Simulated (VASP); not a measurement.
# TiPt3 (Pm-3m) in VASP: notebook

TiPt3 is run at these levels: PBEsol; tasks: single point, relaxation of cell and atoms.

Everything below comes from runs of VASP 6.6.1. Logs are shortened: lines on timing, memory, paths and dates and some standing lists are left out, and cuts for length are marked.

## (1) The cell of the first run

It takes space group Pm-3m (No. 221, cubic). The conventional cell has a = 3.899 Å, b = 3.899 Å, c = 3.899 Å, α = 90.00°, β = 90.00°, γ = 90.00°. Within 3.6 Å of Ti (site symmetry m-3m) lie 12 Pt at 2.76 Å. Pt (site symmetry 4/mmm) has 4 Ti at 2.76 Å and 8 Pt at 2.76 Å within 3.6 Å.

## (2) Single point, PBEsol

INCAR reads:

```
SYSTEM = TiPt3
ALGO = Normal ; EDIFF = 1E-7
ENCUT = 520 ; GGA = PS
ISIF = 2 ; ISMEAR = 0
LASPH = .True. ; LCHARG = .True.
LELF = .True. ; LREAL = .False.
LVHAR = .True. ; LWAVE = .False.
NBANDS = 29 ; NELM = 60
PREC = Accurate ; SIGMA = 0.1
```

KPOINTS reads:

```
k-points
0
Gamma
  10 10 10
  0 0 0
```

POSCAR reads:

```
TiPt3
1.0
    3.8994287387      0.0000000000      0.0000000000
    0.0000000000      3.8994287387      0.0000000000
    0.0000000000      0.0000000000      3.8994287387
Ti Pt
1 3
Direct
    0.0000000000      0.0000000000      0.0000000000
    0.0000000000      0.5000000000      0.5000000000
    0.5000000000      0.0000000000      0.5000000000
    0.5000000000      0.5000000000      0.0000000000
```

Potentials or basis: VASP PAW PBE potentials, release 64 (Ti_sv, Pt).

Command:

```sh
$ cat potpaw_PBE.64/Ti_sv/POTCAR potpaw_PBE.64/Pt/POTCAR > POTCAR
$ mpirun -np 1 vasp_std > vasp.out
```

OUTCAR:

```text
SYSTEM = TiPt3
   EDIFF = 1E-7
   ENCUT = 520
   GGA = PS
   ISIF = 2
   ISMEAR = 0
   LASPH = .True.
   LREAL = .False.
   NELM = 60
   PREC = Accurate

 ion  position               nearest neighbor table
   1  0.000  0.000  0.000-   2 2.76   3 2.76   4 2.76   2 2.76   3 2.76   2 2.76   4 2.76   2 2.76
                             3 2.76   4 2.76   3 2.76   4 2.76
   2  0.000  0.500  0.500-   1 2.76   3 2.76   4 2.76   1 2.76   4 2.76   1 2.76   3 2.76   1 2.76
                             3 2.76   4 2.76   4 2.76   3 2.76
   3  0.500  0.000  0.500-   1 2.76   2 2.76   4 2.76   1 2.76   4 2.76   2 2.76   4 2.76   4 2.76
                             1 2.76   2 2.76   1 2.76   2 2.76
   4  0.500  0.500  0.000-   1 2.76   2 2.76   3 2.76   2 2.76   3 2.76   1 2.76   3 2.76   3 2.76
                             1 2.76   2 2.76   2 2.76   1 2.76

  LATTYP: Found a simple cubic cell.
 ALAT       =     3.8994287387

  Lattice vectors:

 A1 = (   3.8994287387,   0.0000000000,   0.0000000000)
 A2 = (   0.0000000000,   3.8994287387,   0.0000000000)
 A3 = (   0.0000000000,   0.0000000000,   3.8994287387)

Analysis of symmetry for initial positions (statically):
=====================================================================
 Subroutine PRICEL returns:
 Original cell was already a primitive cell.

 Routine SETGRP: Setting up the symmetry group for a
 simple cubic supercell.

 Subroutine GETGRP returns: Found 48 space group operations
 (whereof 48 operations were pure point group operations)
 out of a pool of 48 trial point group operations.

The static configuration has the point symmetry O_h .

Analysis of symmetry for dynamics (positions and initial velocities):
=====================================================================
 Subroutine PRICEL returns:
 Original cell was already a primitive cell.

 Routine SETGRP: Setting up the symmetry group for a
 simple cubic supercell.

 Subroutine GETGRP returns: Found 48 space group operations
 (whereof 48 operations were pure point group operations)
 out of a pool of 48 trial point group operations.

The dynamic configuration has the point symmetry O_h .

 Subroutine INISYM returns: Found 48 space group operations
 (whereof 48 operations are pure point group operations),
 and found     1 'primitive' translations

----------------------------------------------------------------------------------------

                                     Primitive cell

  volume of cell :      59.2929

  direct lattice vectors                    reciprocal lattice vectors
     3.899428739  0.000000000  0.000000000     0.256447820  0.000000000  0.000000000
     0.000000000  3.899428739  0.000000000     0.000000000  0.256447820  0.000000000
     0.000000000  0.000000000  3.899428739     0.000000000  0.000000000  0.256447820

  length of vectors
     3.899428739  3.899428739  3.899428739     0.256447820  0.256447820  0.256447820

  position of ions in fractional coordinates (direct lattice)
     0.000000000  0.000000000  0.000000000
     0.000000000  0.500000000  0.500000000
     0.500000000  0.000000000  0.500000000
     0.500000000  0.500000000  0.000000000

  ion indices of the primitive-cell ions
   primitive index   ion index
                 1           1
                 2           2
                 3           3
                 4           4

----------------------------------------------------------------------------------------

 KPOINTS: k-points

Automatic generation of k-mesh.
 Grid dimensions read from file:
 generate k-points for:   10   10   10

 Generating k-lattice:

  Cartesian coordinates                     Fractional coordinates (reciprocal lattice)
     0.025644782  0.000000000  0.000000000     0.100000000  0.000000000  0.000000000
     0.000000000  0.025644782  0.000000000     0.000000000  0.100000000  0.000000000
     0.000000000  0.000000000  0.025644782     0.000000000  0.000000000  0.100000000

  Length of vectors
     0.025644782  0.025644782  0.025644782

  Shift w.r.t. Gamma in fractional coordinates (k-lattice)
     0.000000000  0.000000000  0.000000000

 Subroutine IBZKPT returns following result:
 ===========================================

 Found     56 irreducible k-points:

 Following reciprocal coordinates:
            Coordinates               Weight
  0.000000  0.000000  0.000000      1.000000
  0.100000  0.000000  0.000000      6.000000
  0.200000  0.000000  0.000000      6.000000
  0.300000  0.000000  0.000000      6.000000
  0.400000  0.000000  0.000000      6.000000
  0.500000  0.000000  0.000000      3.000000
[... 16 lines left out ...]
  0.200000  0.100000  0.100000     24.000000
  0.300000  0.100000  0.100000     24.000000
 [... further k-points ...]
   k-points           NKPTS =     56   k-points in BZ     NKDIM =     56   number of bands    NBANDS=     29
   number of dos      NEDOS =    301   number of ions     NIONS =      4
   total plane-waves  NPLWV =  27000
   dimension x,y,z NGX =    30 NGY =   30 NGZ =   30
   dimension x,y,z NGXF=    60 NGYF=   60 NGZF=   60
   ions per type =               1   3
   NGX,Y,Z   is equivalent  to a cutoff of  12.79, 12.79, 12.79 a.u.
   NGXF,Y,Z  is equivalent  to a cutoff of  25.58, 25.58, 25.58 a.u.
 SYSTEM =  TiPt3
   PREC   = accura    normal or accurate (medium, high low for compatibility)
   ISTART =      0    job   : 0-new  1-cont  2-samecut
   ICHARG =      2    charge: 1-file 2-atom 10-const
   ISPIN  =      1    spin polarized calculation?
   LNONCOLLINEAR =      F non collinear calculations
   LSORBIT =      F    spin-orbit coupling
   LASPH  =      T    aspherical Exc in radial PAW
   ENCUT  =  520.0 eV  38.22 Ry    6.18 a.u.   7.25  7.25  7.25*2*pi/ulx,y,z
   NELM   =     60;   NELMIN=  2; NELMDL= -5     # of ELM steps
   EDIFF  = 0.1E-06   stopping-criterion for ELM
   LREAL  =      F    real-space projection
   EDIFFG = 0.1E-05   stopping-criterion for IOM
   NSW    =      0    number of steps for IOM
   IBRION =     -1    ionic relax: 0-MD 1-quasi-New 2-CG
   NFREE  =      0    steps in history (QN), initial steepest desc. (CG)
   ISIF   =      2    stress and relaxation
   ISYM   =      2    0-nonsym 1-usesym 2-fastsym
   POTIM  = 0.5000    time-step for ionic-motion
   TEBEG  =    0.0;   TEEND  =   0.0 temperature during run
   PSTRESS=    0.0 pullay stress
   NELECT =      42.0000    total number of electrons
   NUPDOWN=      -1.0000    fix difference up-down
   EMIN   =  10.00;   EMAX   =-10.00  energy-range for DOS
   EFERMI =   0.00;   METHOD = LEGACY
   ISMEAR =     0;   SIGMA  =   0.10  broadening in eV -4-tet -1-fermi 0-gaus
   EFERMI_NEDOS =   21; number of points for ismear=-14 and -15
   IALGO  =     38    algorithm
   IMIX   =      4    mixing-type and parameters
     AMIX     =   0.40;   BMIX     =  1.00
     AMIX_MAG =   1.60;   BMIX_MAG =  1.00
  volume/ion in A,a.u.               =      14.82       100.03
  Fermi-wavevector in a.u.,A,eV,Ry     =   1.459342  2.757756 28.976024  2.129678
  Thomas-Fermi vector in A             =   2.575920
   LORBIT       =      0    0 simple, 1 ext, 2 COOP (PROOUT), +10 PAW based schemes
   GGA     = PS    functional components
   LHFCALC =     F    Hartree Fock is set to
   AEXX    =    0.0000 exact exchange contribution
   IVDW    =     0    specifies the selected vdW correction
   LEPSILON=     F    determine dielectric tensor
   LRPA    =     F    only Hartree local field effects (RPA)
 non-spin polarized calculation
 Gauss-broadening in eV      SIGMA  =   0.10
  energy-cutoff  :      520.00
  volume of cell :       59.29
 maximum number of plane-waves:      1628
 NGX is ok and might be reduce to    30
   NGX = 15   NGY = 15   NGZ = 15

 number of electron      41.9999998 magnetization

 Free energy of the ion-electron system (eV)
  ---------------------------------------------------
  ext. energy  EPLUGINS =         0.00000000
  ---------------------------------------------------
  free energy    TOTEN  =       -32.76485715 eV

  energy without entropy =      -32.75895825  energy(sigma->0) =      -32.76190770

 E-fermi :  11.6807     XC(G=0): -13.4123

 val. band max:       11.6576443167   @ k =   0.5000   0.1000   0.0000
 cond. band min:      11.7161977379   @ k =   0.4000   0.1000   0.1000
 fundamental gap:      0.0585534212
 Fermi energy:        11.6807146829

 k-point     1 :       0.0000    0.0000    0.0000
  band No.  band energies     occupation
      1     -46.2800      2.00000
      2     -22.5998      2.00000
      3     -22.5998      2.00000
      4     -22.5998      2.00000
      5       1.4021      2.00000
      6       4.2394      2.00000
[... 21 lines left out ...]
     28      13.7134      0.00000
     29      20.0320      0.00000

 k-point     2 :       0.1000    0.0000    0.0000
  band No.  band energies     occupation
      1     -46.2798      2.00000
      2     -22.6026      2.00000
      3     -22.6002      2.00000
      4     -22.6002      2.00000
      5       1.5351      2.00000
      6       4.3240      2.00000
[... 21 lines left out ...]
     28      14.4688      0.00000
     29      19.7909      0.00000

 k-point     3 :       0.2000    0.0000    0.0000
  band No.  band energies     occupation
      1     -46.2794      2.00000
      2     -22.6099      2.00000
      3     -22.6014      2.00000
      4     -22.6014      2.00000
      5       1.9230      2.00000
      6       4.5579      2.00000
[... 21 lines left out ...]
     28      15.7358      0.00000
     29      19.2770      0.00000

 k-point     4 :       0.3000    0.0000    0.0000
  band No.  band energies     occupation
      1     -46.2788      2.00000
      2     -22.6189      2.00000
      3     -22.6028      2.00000
      4     -22.6028      2.00000
      5       2.5240      2.00000
      6       4.8289      2.00000
[... 597 lines left out ...]
     28      14.8411      0.00000
     29      20.2733      0.00000

 k-point    23 :       0.2000    0.1000    0.1000
  band No.  band energies     occupation
      1     -46.2791      2.00000
      2     -22.6109      2.00000
      3     -22.6041      2.00000
      4     -22.6030      2.00000
      5       2.1650      2.00000
      6       4.7166      2.00000
[... 21 lines left out ...]
     28      15.6556      0.00000
     29      19.5323      0.00000

 k-point    24 :       0.3000    0.1000    0.1000
  band No.  band energies     occupation
      1     -46.2786      2.00000
      2     -22.6186      2.00000
      3     -22.6057      2.00000
      4     -22.6040      2.00000
      5       2.7421      2.00000
      6       4.9985      2.00000
[... 21 lines left out ...]
     28      16.7508      0.00000
     29      18.9570      0.00000

 [... further k-points ...]
[... 5 lines left out ...]
  --------------------------------------------------------------------------------------
  -------------------------------------------------------------------------------------
  Total       -0.0965732     -0.0965732     -0.0965732     -0.0000000     -0.0000000      0.0000000
  in kB       -2.6095425     -2.6095425     -2.6095425     -0.0000000     -0.0000000      0.0000000
  external PRESSURE =      -2.6095425 kB  Pullay stress =       0.0000000 kB

 VOLUME and BASIS-vectors are now :
 -----------------------------------------------------------------------------
  energy-cutoff  :      520.00
  volume of cell :       59.29
      direct lattice vectors                 reciprocal lattice vectors
     3.899428739  0.000000000  0.000000000     0.256447820  0.000000000  0.000000000
     0.000000000  3.899428739  0.000000000     0.000000000  0.256447820  0.000000000
     0.000000000  0.000000000  3.899428739     0.000000000  0.000000000  0.256447820

 POSITION                                       TOTAL-FORCE (eV/Angst)
 -----------------------------------------------------------------------------------
      0.00000      0.00000      0.00000         0.000000      0.000000      0.000000
      0.00000      1.94971      1.94971         0.000000      0.000000      0.000000
      1.94971      0.00000      1.94971         0.000000      0.000000      0.000000
      1.94971      1.94971      0.00000         0.000000      0.000000      0.000000
 -----------------------------------------------------------------------------------
    total drift:                                0.000000      0.000000     -0.000000

  FREE ENERGIE OF THE ION-ELECTRON SYSTEM (eV)
  ---------------------------------------------------
  free  energy   TOTEN  =       -32.7648571501 eV

  energy  without entropy=      -32.7589582456  energy(sigma->0) =      -32.76190770
```

Run time: 68 s. Hardware: 1 thread of Intel Xeon Platinum 8488C (Sapphire Rapids), shared host; peak memory 0.22 GiB.

What came out:

```
Free energy            : -32.7649 eV
Pressure               : -0.3 GPa
Band gap on the k mesh : zero (bands 21 and 22 overlap by 1.85 eV)
```

Caveat: the PAW data sets were made with another functional, which shifts forces and pressure a little; spin-orbit coupling is left out, which moves the levels of the heavy elements.

## (3) Relaxation of cell and atoms, PBEsol

This run uses another cell than the first one, of 15.39 Å³/atom.

INCAR reads:

```
SYSTEM = TiPt3
  PREC = Accurate
  ENCUT = 600
  EDIFF = 1E-6
  ISMEAR = 0
  SIGMA = 0.1
  LREAL = .False.
  LASPH = .True.
  NELM = 80
  ALGO = Fast
  ISIF = 3
  LWAVE = .False.
  LCHARG = .False.
  GGA = PS
  IBRION = 2
  NSW = 70
  EDIFFG = -0.005
```

KPOINTS reads:

```
Automatic mesh
0
Gamma
  10 10 10
  0 0 0
```

POSCAR reads:

```
TiPt3
1.0
    3.9481842883      0.0000000000      0.0000000000
    0.0000000000      3.9481842883      0.0000000000
    0.0000000000      0.0000000000      3.9481842883
Ti Pt
1 3
Direct
    0.0000000000      0.0000000000      0.0000000000
    0.0000000000      0.5000000000      0.5000000000
    0.5000000000      0.0000000000      0.5000000000
    0.5000000000      0.5000000000      0.0000000000
```

Potentials or basis: VASP PAW PBE potentials, release 64 (Ti_sv, Pt).

Command:

```sh
$ cat potpaw_PBE.64/Ti_sv/POTCAR potpaw_PBE.64/Pt/POTCAR > POTCAR
$ mpirun -np 1 vasp_std > vasp.out
```

Wall time 6.3 min (1 thread of Intel Xeon Platinum 8488C (Sapphire Rapids), shared host); peak memory 0.26 GiB.

The run converged. Its results:

| Item | Value |
| --- | --- |
| Free energy | -32.7652 eV |
| Relaxed volume | 14.81 Å³/atom |
| Relaxed cell | a = 3.899 Å, b = 3.899 Å, c = 3.899 Å, α = 90.00°, β = 90.00°, γ = 90.00° |
| Space group after relaxing (to 0.1 Å) | Pm-3m (No. 221) |
| Energy gained by relaxing | 17.1 meV/atom |
| Ionic steps | 7 |
| Pressure after relaxing | 0.0 GPa |
| Band gap on the k mesh | zero (bands 21 and 22 overlap by 1.85 eV) |

The path:
| step | energy change (eV) | largest force (eV/Å) | pressure (GPa) | volume (Å³) |
| --- | --- | --- | --- | --- |
| 1 | 0.0000 | 0.0000 | -9.21 | 61.54 |
| 2 | 0.3993 | 0.0000 | 31.28 | 54.00 |
| 3 | -0.0684 | 0.0000 | -0.35 | 59.33 |
| 4 | -0.0685 | 0.0000 | -0.10 | 59.26 |
| 5 | -0.0685 | 0.0000 | 0.14 | 59.22 |
| 6 | -0.0685 | 0.0000 | -0.28 | 59.32 |
| 7 | -0.0685 | 0.0000 | -0.03 | 59.25 |

Final structure:
```yaml
crystal:
  lattice:
    - [3.89853, 0.00000, 0.00000]
    - [0.00000, 3.89853, 0.00000]
    - [0.00000, 0.00000, 3.89853]
  atoms:
    - { symbol: Ti, position: [0.00000, 0.00000, 0.00000] }
    - { symbol: Pt, position: [0.00000, 0.50000, 0.50000] }
    - { symbol: Pt, position: [0.50000, 0.00000, 0.50000] }
    - { symbol: Pt, position: [0.50000, 0.50000, 0.00000] }
```

Levels at points of the mesh, in eV from the Fermi level:
```csv
k point,band 18,band 19,band 20,band 21,band 22,band 23,band 24,band 25
"(0.00, 0.00, 0.00)",0.04,0.04,0.04,1.39,1.39,1.53,1.53,1.53
"(0.50, 0.00, 0.00)",-2.69,-2.63,-1.38,-0.22,-0.22,0.04,0.44,0.75
"(0.50, 0.50, 0.00)",-3.13,-2.50,-2.31,-2.28,0.20,0.20,0.35,1.48
"(0.50, 0.50, 0.50)",-0.74,-0.74,-0.74,-0.46,-0.46,-0.46,1.20,1.20
```

Caveat: the PAW data sets were made with another functional, which shifts forces and pressure a little; spin-orbit coupling is left out, which moves the levels of the heavy elements.

The gap in the log of VASP goes by the Fermi energy; the results here count the filled bands.